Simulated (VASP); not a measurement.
# BN (lda) (P6_3mc) in VASP: notebook, part 2 of 2

VASP 6.6.1.

## (3) Single point, LDA

The input, INCAR:

```
SYSTEM = BN
PREC = Accurate ; ENCUT = 910
EDIFF = 1E-6 ; ISMEAR = 0
SIGMA = 0.02 ; LREAL = .False.
LASPH = .True. ; NELM = 120
ALGO = Normal ; ISIF = 2
LWAVE = .False. ; LCHARG = .True.
LELF = .True. ; LVHAR = .True.
NBANDS = 16 ; GGA_COMPAT = .False.
```

The input, KPOINTS:

```
regular mesh
0
Gamma
  9 9 6
  0 0 0
```

The input, POSCAR:

```
BN
1.0
    2.5226937191      0.0000000000      0.0000000000
   -1.2613468596      2.1847168467      0.0000000000
    0.0000000000      0.0000000000      4.1743273199
B N
2 2
Direct
    0.3333333333      0.6666666667     -0.0002034900
    0.6666666667      0.3333333333      0.4997965100
    0.3333333333      0.6666666667      0.3742034900
    0.6666666667      0.3333333333      0.8742034900
```

Potentials or basis: VASP PAW LDA potentials, release 64 (B_h, N_h).

The run is started by

```sh
cat potpaw_LDA.64/B_h/POTCAR potpaw_LDA.64/N_h/POTCAR > POTCAR
mpirun -np 1 vasp_std > vasp.out
```

OUTCAR:

```text
SYSTEM = BN
   PREC = Accurate
   ENCUT = 910
   EDIFF = 1E-6
   ISMEAR = 0
   LREAL = .False.
   LASPH = .True.
   NELM = 120
   ISIF = 2

 ion  position               nearest neighbor table
   1  0.333  0.667  1.000-
   2  0.667  0.333  0.500-
   3  0.333  0.667  0.374-
   4  0.667  0.333  0.874-

  LATTYP: Found a hexagonal cell.
 ALAT       =     2.5226937191
 C/A-ratio  =     1.6547103155

  Lattice vectors:

 A1 = (   2.5226937191,   0.0000000000,   0.0000000000)
 A2 = (  -1.2613468596,   2.1847168467,   0.0000000000)
 A3 = (   0.0000000000,   0.0000000000,   4.1743273199)

Analysis of symmetry for initial positions (statically):
=====================================================================
 Subroutine PRICEL returns:
 Original cell was already a primitive cell.

 Routine SETGRP: Setting up the symmetry group for a
 hexagonal supercell.

 Subroutine GETGRP returns: Found 12 space group operations
 (whereof  6 operations were pure point group operations)
 out of a pool of 24 trial point group operations.

The static configuration has the point symmetry C_3v.
 The point group associated with its full space group is C_6v.

Analysis of symmetry for dynamics (positions and initial velocities):
=====================================================================
 Subroutine PRICEL returns:
 Original cell was already a primitive cell.

 Routine SETGRP: Setting up the symmetry group for a
 hexagonal supercell.

 Subroutine GETGRP returns: Found 12 space group operations
 (whereof  6 operations were pure point group operations)
 out of a pool of 24 trial point group operations.

The dynamic configuration has the point symmetry C_3v.
 The point group associated with its full space group is C_6v.

 Subroutine INISYM returns: Found 12 space group operations
 (whereof  6 operations are pure point group operations),
 and found     1 'primitive' translations

[... 114 lines left out ...]
   EFERMI_NEDOS =   21; number of points for ismear=-14 and -15
   IALGO  =     38    algorithm
   IMIX   =      4    mixing-type and parameters
     AMIX     =   0.40;   BMIX     =  1.00
     AMIX_MAG =   1.60;   BMIX_MAG =  1.00
  volume/ion in A,a.u.               =       5.75        38.81
  Fermi-wavevector in a.u.,A,eV,Ry     =   1.450439  2.740932 28.623568  2.103773
  Thomas-Fermi vector in A             =   2.568051
   LORBIT       =      0    0 simple, 1 ext, 2 COOP (PROOUT), +10 PAW based schemes
   GGA     = CA    functional components
   LHFCALC =     F    Hartree Fock is set to
   AEXX    =    0.0000 exact exchange contribution
   IVDW    =     0    specifies the selected vdW correction
   LEPSILON=     F    determine dielectric tensor
   LRPA    =     F    only Hartree local field effects (RPA)
 non-spin polarized calculation
 Gauss-broadening in eV      SIGMA  =   0.02
  energy-cutoff  :      910.00
  volume of cell :       23.01
 maximum number of plane-waves:      1472
 NGX is ok and might be reduce to    28
   NGX = 13   NGY = 13   NGZ = 21

 number of electron      16.0000000 magnetization

 Free energy of the ion-electron system (eV)
  ---------------------------------------------------
  ext. energy  EPLUGINS =         0.00000000
  ---------------------------------------------------
  free energy    TOTEN  =       -38.76664922 eV

  energy without entropy =      -38.76664922  energy(sigma->0) =      -38.76664922

 E-fermi :   9.5834     XC(G=0): -13.3891

 val. band max:        9.3932960847   @ k =   0.0000   0.0000   0.0000
 cond. band min:      14.3004721247   @ k =   0.3333   0.3333   0.0000
 fundamental gap:      4.9071760400
 Fermi energy:         9.5833909138

 k-point     1 :       0.0000    0.0000    0.0000
  band No.  band energies     occupation
      1     -11.1685      2.00000
      2      -6.8278      2.00000
      3      -1.8161      2.00000
      4       7.2036      2.00000
      5       7.2036      2.00000
      6       9.0975      2.00000
[... 433 lines left out ...]
      3      -0.0141      2.00000
      4       1.4796      2.00000
      5       1.4796      2.00000
      6       3.3281      2.00000
[... 8 lines left out ...]
     15      25.7405      0.00000
     16      25.7405      0.00000

 [... further k-points ...]
[... 5 lines left out ...]
  --------------------------------------------------------------------------------------
  -------------------------------------------------------------------------------------
  Total        0.0987632      0.0987632      0.0974010     -0.0000000      0.0000000     -0.0000000
  in kB        6.8779556      6.8779556      6.7830944     -0.0000000      0.0000000     -0.0000000
  external PRESSURE =       6.8463352 kB  Pullay stress =       0.0000000 kB

 VOLUME and BASIS-vectors are now :
 -----------------------------------------------------------------------------
  energy-cutoff  :      910.00
  volume of cell :       23.01
      direct lattice vectors                 reciprocal lattice vectors
     2.522693719  0.000000000  0.000000000     0.396401669  0.228862610  0.000000000
    -1.261346860  2.184716847  0.000000000     0.000000000  0.457725220  0.000000000
     0.000000000  0.000000000  4.174327320     0.000000000  0.000000000  0.239559556

 POSITION                                       TOTAL-FORCE (eV/Angst)
 -----------------------------------------------------------------------------------
     -0.00000      1.45648      4.17348         0.000000     -0.000000      0.003237
      1.26135      0.72824      2.08631         0.000000     -0.000000      0.003237
     -0.00000      1.45648      1.56205         0.000000     -0.000000     -0.003237
      1.26135      0.72824      3.64921        -0.000000      0.000000     -0.003237
 -----------------------------------------------------------------------------------
    total drift:                               -0.000000      0.000000     -0.000870

  FREE ENERGIE OF THE ION-ELECTRON SYSTEM (eV)
  ---------------------------------------------------
  free  energy   TOTEN  =       -38.7666492160 eV

  energy  without entropy=      -38.7666492160  energy(sigma->0) =      -38.76664922
```

stdout:

```text
POSCAR found type information on POSCAR B N
 POSCAR found :  2 types and       4 ions
 scaLAPACK will be used
 LDA part: xc-table for (Slater(with rela. corr.)+CA(PZ))
 , standard interpolation
 POSCAR, INCAR and KPOINTS ok, starting setup
 FFT: planning ... GRIDC
 FFT: planning ... GRID_SOFT
 FFT: planning ... GRID
 WAVECAR not read
 entering main loop
```

It used 57 s of CPU time on 1 thread of AMD EPYC 7R13 Processor (Zen 3), on a shared host.

Results:

| Property | Result |
| --- | --- |
| Free energy | -38.7666 eV |
| Pressure | 0.7 GPa |
| Largest force | 0.003 eV/Å |
| Band gap on the k mesh | 4.91 eV, indirect (least direct gap 8.28 eV) |

Forces in eV/Å, atoms in the order of the input:
```
B    0.000  0.000  0.003
B    0.000  0.000  0.003
N    0.000  0.000 -0.003
N    0.000  0.000 -0.003
```

Caveat: the cutoff is under 1.25 times the usual one of these potentials, so pressure, stress and relaxed cells hold a basis-set (Pulay) error.

## (4) Single point, LDA

The input, INCAR:

```
SYSTEM = BN
ALGO     = Normal         ! electronic algorithm
EDIFF    = 1E-6           ! SCF threshold, eV
ENCUT    = 910            ! plane-wave cutoff, eV
GGA      = CA             ! functional
GGA_COMPAT= .FALSE.      
ISIF     = 2              ! what is computed and relaxed
ISMEAR   = 0              ! smearing method
LASPH    = .TRUE.         ! aspherical terms in the spheres
LCHARG   = .TRUE.         ! write CHGCAR
LELF     = .TRUE.         ! ELF
LREAL    = .FALSE.        ! projectors in reciprocal space
LVHAR    = .TRUE.       
LWAVE    = .FALSE.        ! write WAVECAR
NBANDS   = 16             ! bands
NELM     = 120            ! most SCF steps
PREC     = Accurate       ! precision mode
SIGMA    = 0.1            ! smearing width, eV
```

The input, KPOINTS:

```
k-points
0
G
  9 9 6
  0 0 0
```

The input, POSCAR:

```
BN
1.0
    2.5231052628      0.0000000000      0.0000000000
   -1.2615526314      2.1850732540      0.0000000000
    0.0000000000      0.0000000000      4.1752672244
B N
2 2
Direct
    0.3333333333      0.6666666667     -0.0001461616
    0.6666666667      0.3333333333      0.4998538384
    0.3333333333      0.6666666667      0.3741461616
    0.6666666667      0.3333333333      0.8741461616
```

The run is started by

```sh
cat potpaw_LDA.64/B_h/POTCAR potpaw_LDA.64/N_h/POTCAR > POTCAR
mpirun -np 1 vasp_std > vasp.out
```

Wall time 55 s (1 thread of AMD EPYC 7R43 (Zen 3), shared host); peak memory 0.12 GiB.

The run converged. Its results:

| Item | Value |
| --- | --- |
| Free energy | -38.7668 eV |
| Pressure | 0.5 GPa |
| Largest force | 0.009 eV/Å |
| Band gap on the k mesh | 4.90 eV, indirect (least direct gap 8.28 eV) |

Forces on the atoms (eV/Å):
```
B    0.000  0.000 -0.009
B    0.000  0.000 -0.009
N    0.000  0.000  0.009
N    0.000  0.000  0.009
```

Levels at points of the mesh, in eV from the valence-band top:
| k point | band 4 | band 5 | band 6 | band 7 | band 8 | band 9 | band 10 | band 11 | band 12 | band 13 |
| --- | --- | --- | --- | --- | --- | --- | --- | --- | --- | --- |
| (0.00, 0.00, 0.00) | -2.19 | -2.19 | -0.30 | 0.00 | 0.00 | 8.34 | 8.34 | 8.63 | 9.93 | 11.23 |
| (0.00, 0.00, 0.50) | -5.82 | -1.21 | -1.21 | -1.21 | -1.21 | 9.70 | 9.70 | 9.94 | 9.94 | 9.94 |

Caveat: the cutoff is under 1.25 times the usual one of these potentials, so pressure, stress and relaxed cells hold a basis-set (Pulay) error.

## (5) Overview

| cell | smearing | gap on the mesh (eV) | pressure (GPa) |
| --- | --- | --- | --- |
| a = 2.523, b = 2.523, c = 4.174 Å, angles 90.0, 90.0, 120.0°, 4 atoms | gaussian 0.01 eV | 4.91 | 0.7 |
| a = 2.523, b = 2.523, c = 4.174 Å, angles 90.0, 90.0, 120.0°, 4 atoms | gaussian 0.02 eV | 4.91 | 0.7 |
| a = 2.523, b = 2.523, c = 4.175 Å, angles 90.0, 90.0, 120.0°, 4 atoms | gaussian 0.1 eV | 4.90 | 0.5 |

Alike in all rows: task single point; level LDA; potentials or basis VASP PAW LDA potentials, release 64 (B_h, N_h); no spin polarisation; k mesh 9 × 9 × 6; cutoff (eV) 910.

On the cell as given the gap runs from 4.90 eV (LDA) to 4.91 eV (LDA).

Caveats: the cutoff is under 1.25 times the usual one of these potentials, so pressure, stress and relaxed cells hold a basis-set (Pulay) error.

Absolute energies hang on the potentials; compare differences alone.
